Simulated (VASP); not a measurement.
# W (Im-3m) in VASP: notebook

W is run at these levels: PBE, LDA; tasks: electric field gradients.

Program: VASP 6.6.1. These are calculated values, not measurements. Logs are shortened: lines on timing, memory, paths and dates and some standing lists are left out, and cuts for length are marked.

## (1) The cell of the first run

The structure is cubic, space group Im-3m (No. 229). The conventional cell has a = 3.195 Å, b = 3.195 Å, c = 3.195 Å, α = 90.00°, β = 90.00°, γ = 90.00°. W (site symmetry m-3m) has 14 W at 2.77 to 3.19 Å within 3.6 Å.

## (2) Electric field gradients, PBE

Input file INCAR:

```
PREC = Accurate
ENCUT = 520
EDIFF = 1E-8
ISMEAR = -1
SIGMA = 0.03
LREAL = F
LASPH = T
NELM = 60
ALGO = Normal
ISIF = 2
LWAVE = F
LCHARG = F
GGA = PE
LEFG = T
NBANDS = 13
```

Input file KPOINTS:

```
regular mesh
0
Gamma
  14 14 14
```

Input file POSCAR:

```
W
1.0
   -1.5973000000      1.5973000000      1.5973000000
    1.5973000000     -1.5973000000      1.5973000000
    1.5973000000      1.5973000000     -1.5973000000
W
1
Direct
    0.0000000000      0.0000000000      0.0000000000
```

Potentials or basis: VASP PAW PBE potentials, release 64 (W_sv).

Started as:

```console
$ cat potpaw_PBE.64/W_sv/POTCAR > POTCAR
$ mpirun -np 1 vasp_std > vasp.out
```

OUTCAR:

```text
PREC = Accurate
   ENCUT = 520
   EDIFF = 1E-8
   ISMEAR = -1
   LREAL = F
   LASPH = T
   NELM = 60
   ISIF = 2
   GGA = PE

 ion  position               nearest neighbor table
   1  0.000  0.000  0.000-

  LATTYP: Found a body centered cubic cell.
 ALAT       =     3.1946000000

  Lattice vectors:

 A1 = (  -1.5973000000,   1.5973000000,   1.5973000000)
 A2 = (   1.5973000000,  -1.5973000000,   1.5973000000)
 A3 = (   1.5973000000,   1.5973000000,  -1.5973000000)

Analysis of symmetry for initial positions (statically):
=====================================================================
 Subroutine PRICEL returns:
 Original cell was already a primitive cell.

 Routine SETGRP: Setting up the symmetry group for a
 body centered cubic supercell.

 Subroutine GETGRP returns: Found 48 space group operations
 (whereof 48 operations were pure point group operations)
 out of a pool of 48 trial point group operations.

The static configuration has the point symmetry O_h .

Analysis of symmetry for dynamics (positions and initial velocities):
=====================================================================
 Subroutine PRICEL returns:
 Original cell was already a primitive cell.

 Routine SETGRP: Setting up the symmetry group for a
 body centered cubic supercell.

 Subroutine GETGRP returns: Found 48 space group operations
 (whereof 48 operations were pure point group operations)
 out of a pool of 48 trial point group operations.

The dynamic configuration has the point symmetry O_h .

 Subroutine INISYM returns: Found 48 space group operations
 (whereof 48 operations are pure point group operations),
 and found     1 'primitive' translations

----------------------------------------------------------------------------------------

                                     Primitive cell

  volume of cell :      16.3012

  direct lattice vectors                    reciprocal lattice vectors
    -1.597300000  1.597300000  1.597300000     0.000000000  0.313028235  0.313028235
     1.597300000 -1.597300000  1.597300000     0.313028235  0.000000000  0.313028235
     1.597300000  1.597300000 -1.597300000     0.313028235  0.313028235  0.000000000

  length of vectors
     2.766604755  2.766604755  2.766604755     0.442688776  0.442688776  0.442688776

  position of ions in fractional coordinates (direct lattice)
     0.000000000  0.000000000  0.000000000

  ion indices of the primitive-cell ions
   primitive index   ion index
                 1           1

----------------------------------------------------------------------------------------

 KPOINTS: regular mesh

Automatic generation of k-mesh.
 Grid dimensions read from file:
 generate k-points for:   14   14   14

 Generating k-lattice:

  Cartesian coordinates                     Fractional coordinates (reciprocal lattice)
     0.000000000  0.022359160  0.022359160     0.071428571  0.000000000  0.000000000
     0.022359160  0.000000000  0.022359160     0.000000000  0.071428571  0.000000000
     0.022359160  0.022359160  0.000000000     0.000000000  0.000000000  0.071428571

  Length of vectors
     0.031620627  0.031620627  0.031620627

  Shift w.r.t. Gamma in fractional coordinates (k-lattice)
     0.000000000  0.000000000  0.000000000

 Subroutine IBZKPT returns following result:
 ===========================================

 Found    104 irreducible k-points:

 Following reciprocal coordinates:
            Coordinates               Weight
  0.000000  0.000000  0.000000      1.000000
  0.071429  0.000000  0.000000     12.000000
  0.142857  0.000000  0.000000     12.000000
  0.214286  0.000000  0.000000     12.000000
  0.285714  0.000000  0.000000     12.000000
  0.357143  0.000000  0.000000     12.000000
[... 16 lines left out ...]
  0.285714  0.285714  0.000000     24.000000
  0.357143  0.285714 -0.000000     24.000000
 [... further k-points ...]
   k-points           NKPTS =    104   k-points in BZ     NKDIM =    104   number of bands    NBANDS=     13
   number of dos      NEDOS =    301   number of ions     NIONS =      1
   total plane-waves  NPLWV =  13824
   dimension x,y,z NGX =    24 NGY =   24 NGZ =   24
   dimension x,y,z NGXF=    48 NGYF=   48 NGZF=   48
   ions per type =               1
   NGX,Y,Z   is equivalent  to a cutoff of  14.42, 14.42, 14.42 a.u.
   NGXF,Y,Z  is equivalent  to a cutoff of  28.84, 28.84, 28.84 a.u.
 SYSTEM =  unknown system
   PREC   = accura    normal or accurate (medium, high low for compatibility)
   ISTART =      0    job   : 0-new  1-cont  2-samecut
   ICHARG =      2    charge: 1-file 2-atom 10-const
   ISPIN  =      1    spin polarized calculation?
   LNONCOLLINEAR =      F non collinear calculations
   LSORBIT =      F    spin-orbit coupling
   LASPH  =      T    aspherical Exc in radial PAW
   ENCUT  =  520.0 eV  38.22 Ry    6.18 a.u.   5.14  5.14  5.14*2*pi/ulx,y,z
   NELM   =     60;   NELMIN=  2; NELMDL= -5     # of ELM steps
   EDIFF  = 0.1E-07   stopping-criterion for ELM
   LREAL  =      F    real-space projection
   EDIFFG = 0.1E-06   stopping-criterion for IOM
   NSW    =      0    number of steps for IOM
   IBRION =     -1    ionic relax: 0-MD 1-quasi-New 2-CG
   NFREE  =      0    steps in history (QN), initial steepest desc. (CG)
   ISIF   =      2    stress and relaxation
   ISYM   =      2    0-nonsym 1-usesym 2-fastsym
   POTIM  = 0.5000    time-step for ionic-motion
   TEBEG  =    0.0;   TEEND  =   0.0 temperature during run
   PSTRESS=    0.0 pullay stress
   NELECT =      14.0000    total number of electrons
   NUPDOWN=      -1.0000    fix difference up-down
   EMIN   =  10.00;   EMAX   =-10.00  energy-range for DOS
   EFERMI =   0.00;   METHOD = LEGACY
   ISMEAR =    -1;   SIGMA  =   0.03  broadening in eV -4-tet -1-fermi 0-gaus
   EFERMI_NEDOS =   21; number of points for ismear=-14 and -15
   IALGO  =     38    algorithm
   IMIX   =      4    mixing-type and parameters
     AMIX     =   0.40;   BMIX     =  1.00
     AMIX_MAG =   1.60;   BMIX_MAG =  1.00
  volume/ion in A,a.u.               =      16.30       110.01
  Fermi-wavevector in a.u.,A,eV,Ry     =   1.556125  2.940649 32.946829  2.421524
  Thomas-Fermi vector in A             =   2.659966
   LORBIT       =      0    0 simple, 1 ext, 2 COOP (PROOUT), +10 PAW based schemes
   GGA     = PE    functional components
   LHFCALC =     F    Hartree Fock is set to
   AEXX    =    0.0000 exact exchange contribution
   IVDW    =     0    specifies the selected vdW correction
   LEPSILON=     F    determine dielectric tensor
   LRPA    =     F    only Hartree local field effects (RPA)
 non-spin polarized calculation
  energy-cutoff  :      520.00
  volume of cell :       16.30
 maximum number of plane-waves:       466
 NGX is ok and might be reduce to    24
   NGX = 11   NGY = 11   NGZ = 11

 number of electron      14.0000002 magnetization

 Free energy of the ion-electron system (eV)
  ---------------------------------------------------
  ext. energy  EPLUGINS =         0.00000000
  ---------------------------------------------------
  free energy    TOTEN  =       -12.94755546 eV

  energy without entropy =      -12.94557147  energy(sigma->0) =      -12.94656347

 E-fermi :  11.1290     XC(G=0): -13.4860

 val. band max:       11.1246540486   @ k =  -0.4286   0.5000   0.2857
 cond. band min:      11.1637427259   @ k =   0.5000   0.5000   0.2857
 fundamental gap:      0.0390886773
 Fermi energy:        11.1289687975

 k-point     1 :       0.0000    0.0000    0.0000
  band No.  band energies     occupation
      1     -63.1983      2.00000
      2     -26.7978      2.00000
      3     -26.7978      2.00000
      4     -26.7978      2.00000
      5       1.5620      2.00000
      6       9.8500      2.00000
      7       9.8500      2.00000
      8       9.8500      2.00000
      9      13.2298      0.00000
     10      13.2298      0.00000
     11      25.4976      0.00000
     12      25.4976      0.00000
     13      25.4976      0.00000

 k-point     2 :       0.0714    0.0000    0.0000
  band No.  band energies     occupation
      1     -63.1926      2.00000
      2     -26.8603      2.00000
      3     -26.8175      2.00000
      4     -26.7981      2.00000
      5       1.8001      2.00000
      6       9.7070      2.00000
      7       9.8156      2.00000
      8      10.0794      2.00000
      9      13.0094      0.00000
     10      13.2321      0.00000
     11      25.6955      0.00000
[... 339 lines left out ...]
 k-point    24 :       0.3571    0.2857   -0.0000
  band No.  band energies     occupation
      1     -63.0660      2.00000
      2     -27.6987      2.00000
      3     -27.5199      2.00000
      4     -26.9449      2.00000
      5       6.7257      2.00000
      6       8.1172      2.00000
      7       8.7865      2.00000
      8      13.4365      0.00000
      9      14.0059      0.00000
     10      19.0793      0.00000
     11      20.9086      0.00000
     12      22.9324      0.00000
     13      27.8381      0.00000

 [... further k-points ...]
[... 5 lines left out ...]
  --------------------------------------------------------------------------------------
  -------------------------------------------------------------------------------------
  Total       -0.2180846     -0.2180846     -0.2180846     -0.0000000     -0.0000000      0.0000000
  in kB      -21.4346405    -21.4346405    -21.4346405     -0.0000000     -0.0000000      0.0000000
  external PRESSURE =     -21.4346405 kB  Pullay stress =       0.0000000 kB

 VOLUME and BASIS-vectors are now :
 -----------------------------------------------------------------------------
  energy-cutoff  :      520.00
  volume of cell :       16.30
      direct lattice vectors                 reciprocal lattice vectors
    -1.597300000  1.597300000  1.597300000     0.000000000  0.313028235  0.313028235
     1.597300000 -1.597300000  1.597300000     0.313028235  0.000000000  0.313028235
     1.597300000  1.597300000 -1.597300000     0.313028235  0.313028235  0.000000000

 POSITION                                       TOTAL-FORCE (eV/Angst)
 -----------------------------------------------------------------------------------
      0.00000      0.00000      0.00000        -0.000000      0.000000      0.000000
 -----------------------------------------------------------------------------------
    total drift:                                0.000000      0.000000      0.000000

  FREE ENERGIE OF THE ION-ELECTRON SYSTEM (eV)
  ---------------------------------------------------
  free  energy   TOTEN  =       -12.9475554618 eV

  energy  without entropy=      -12.9455714728  energy(sigma->0) =      -12.94656347

 Electric field gradients (V/A^2)
---------------------------------------------------------------------
 ion       V_xx      V_yy      V_zz      V_xy      V_xz      V_yz
---------------------------------------------------------------------
   1      -0.000     0.000     0.000    -0.000    -0.000    -0.000
---------------------------------------------------------------------

 Electric field gradients after diagonalization (V/A^2)
 (convention: |V_zz| > |V_xx| > |V_yy|)
----------------------------------------------------------------------
 ion       V_xx      V_yy      V_zz     asymmetry (V_yy - V_xx)/ V_zz
----------------------------------------------------------------------
   1       0.000     0.000    -0.001       0.000
----------------------------------------------------------------------

           NMR quadrupolar parameters

 Cq : quadrupolar parameter    Cq=e*Q*V_zz/h
 eta: asymmetry parameters     (V_yy - V_xx)/ V_zz
 Q  : nuclear electric quadrupole moment in mb (millibarn)
----------------------------------------------------------------------
 ion       Cq(MHz)       eta       Q (mb)
----------------------------------------------------------------------
   1      -0.000       0.000       1.000
----------------------------------------------------------------------
```

Wall time 13 s (1 thread of Intel Xeon Platinum 8488C (Sapphire Rapids), shared host); peak memory 0.15 GiB.

What came out:

| Quantity | Value |
| --- | --- |
| Free energy | -12.9476 eV |
| Pressure | -2.1 GPa |
| Band gap on the k mesh | zero (band 7 reaches 16.00 eV, above the bottom of band 8 at 9.85 eV) |

Caveat: without QUAD_EFG the Cq values of the log hold for a quadrupole moment of 1 mb, not for the nuclei; spin-orbit coupling is left out, which moves the levels of the heavy elements.

## (3) Electric field gradients, PBE

Input file INCAR:

```
SYSTEM = W
ALGO = Normal
EDIFF = 1E-8
ENCUT = 520
GGA = PE
ISIF = 2
ISMEAR = -1
LASPH = .True.
LCHARG = .False.
LEFG = .True.
LREAL = .False.
LWAVE = .False.
NBANDS = 13
NELM = 80
PREC = Accurate
SIGMA = 0.03
```

Input file KPOINTS:

```
k-points
0
Gamma
  14 14 14
  0 0 0
```

POSCAR is that of step 2.

Potentials or basis: VASP PAW PBE potentials, release 64 (W_sv).

Started as:

```console
$ cat potpaw_PBE.64/W_sv/POTCAR > POTCAR
$ mpirun -np 1 vasp_std > vasp.out
```

OUTCAR:

```text
SYSTEM = W
   EDIFF = 1E-8
   ENCUT = 520
   GGA = PE
   ISIF = 2
   ISMEAR = -1
   LASPH = .True.
   LREAL = .False.
   NELM = 80
   PREC = Accurate

 ion  position               nearest neighbor table
   1  0.000  0.000  0.000-

  LATTYP: Found a body centered cubic cell.
 ALAT       =     3.1946000000

  Lattice vectors:

 A1 = (  -1.5973000000,   1.5973000000,   1.5973000000)
 A2 = (   1.5973000000,  -1.5973000000,   1.5973000000)
 A3 = (   1.5973000000,   1.5973000000,  -1.5973000000)

Analysis of symmetry for initial positions (statically):
=====================================================================
 Subroutine PRICEL returns:
 Original cell was already a primitive cell.

 Routine SETGRP: Setting up the symmetry group for a
 body centered cubic supercell.

[... 565 lines left out ...]
  external PRESSURE =     -21.4346405 kB  Pullay stress =       0.0000000 kB

 VOLUME and BASIS-vectors are now :
 -----------------------------------------------------------------------------
  energy-cutoff  :      520.00
  volume of cell :       16.30
      direct lattice vectors                 reciprocal lattice vectors
    -1.597300000  1.597300000  1.597300000     0.000000000  0.313028235  0.313028235
     1.597300000 -1.597300000  1.597300000     0.313028235  0.000000000  0.313028235
     1.597300000  1.597300000 -1.597300000     0.313028235  0.313028235  0.000000000

 POSITION                                       TOTAL-FORCE (eV/Angst)
 -----------------------------------------------------------------------------------
      0.00000      0.00000      0.00000        -0.000000      0.000000      0.000000
 -----------------------------------------------------------------------------------
    total drift:                                0.000000      0.000000      0.000000

  FREE ENERGIE OF THE ION-ELECTRON SYSTEM (eV)
  ---------------------------------------------------
  free  energy   TOTEN  =       -12.9475554618 eV

  energy  without entropy=      -12.9455714728  energy(sigma->0) =      -12.94656347

 Electric field gradients (V/A^2)
---------------------------------------------------------------------
 ion       V_xx      V_yy      V_zz      V_xy      V_xz      V_yz
---------------------------------------------------------------------
   1      -0.000     0.000     0.000    -0.000    -0.000    -0.000
---------------------------------------------------------------------

 Electric field gradients after diagonalization (V/A^2)
 (convention: |V_zz| > |V_xx| > |V_yy|)
----------------------------------------------------------------------
 ion       V_xx      V_yy      V_zz     asymmetry (V_yy - V_xx)/ V_zz
----------------------------------------------------------------------
   1       0.000     0.000    -0.001       0.000
----------------------------------------------------------------------

           NMR quadrupolar parameters

 Cq : quadrupolar parameter    Cq=e*Q*V_zz/h
 eta: asymmetry parameters     (V_yy - V_xx)/ V_zz
 Q  : nuclear electric quadrupole moment in mb (millibarn)
----------------------------------------------------------------------
 ion       Cq(MHz)       eta       Q (mb)
----------------------------------------------------------------------
   1      -0.000       0.000       1.000
----------------------------------------------------------------------
```

OSZICAR:

```text
N       E                     dE             d eps       ncg     rms          rms(c)
DAV:   1     0.863660477245E+02    0.86366E+02   -0.74893E+03  2712   0.123E+03
DAV:   2    -0.118389785253E+02   -0.98205E+02   -0.94074E+02  3054   0.318E+02
DAV:   3    -0.135859129088E+02   -0.17469E+01   -0.17373E+01  2939   0.408E+01
DAV:   4    -0.135934390218E+02   -0.75261E-02   -0.75259E-02  2989   0.294E+00
DAV:   5    -0.135935016990E+02   -0.62677E-04   -0.62677E-04  3009   0.257E-01    0.199E+01
DAV:   6    -0.130847187956E+02    0.50878E+00   -0.43505E-01  2794   0.877E+00    0.776E+00
DAV:   7    -0.129519873254E+02    0.13273E+00   -0.22519E-01  2954   0.599E+00    0.724E-01
DAV:   8    -0.129475477871E+02    0.44395E-02   -0.41049E-03  2774   0.813E-01    0.890E-02
DAV:   9    -0.129475613394E+02   -0.13552E-04   -0.70781E-05  3087   0.101E-01    0.543E-02
DAV:  10    -0.129475549176E+02    0.64218E-05   -0.11933E-05  2889   0.482E-02    0.112E-02
DAV:  11    -0.129475556888E+02   -0.77123E-06   -0.24206E-07  2879   0.554E-03    0.716E-04
DAV:  12    -0.129475554778E+02    0.21095E-06   -0.68726E-09  2104   0.966E-04    0.168E-04
DAV:  13    -0.129475554557E+02    0.22163E-07   -0.39719E-10  1477   0.292E-04    0.487E-05
DAV:  14    -0.129475554618E+02   -0.61586E-08   -0.52002E-11  1387   0.991E-05
   1 F= -.12947555E+02 E0= -.12946563E+02  d E =-.198399E-02
```

stdout:

```text
POSCAR found type information on POSCAR W
 POSCAR found :  1 types and       1 ions
 scaLAPACK will be used
 LDA part: xc-table for (Slater+PW92), standard interpolation
 POSCAR, INCAR and KPOINTS ok, starting setup
 FFT: planning ... GRIDC
 FFT: planning ... GRID_SOFT
 FFT: planning ... GRID
 WAVECAR not read
 entering main loop
ion   1
```

Wall time 13 s (1 thread of Intel Xeon Platinum 8488C (Sapphire Rapids), shared host); peak memory 0.15 GiB.

What came out:

```
Free energy            : -12.9476 eV
Pressure               : -2.1 GPa
Band gap on the k mesh : zero (band 7 reaches 16.00 eV, above the bottom of band 8 at 9.85 eV)
```

Caveat: without QUAD_EFG the Cq values of the log hold for a quadrupole moment of 1 mb, not for the nuclei; spin-orbit coupling is left out, which moves the levels of the heavy elements.

(Continued in part 2 of 2.)
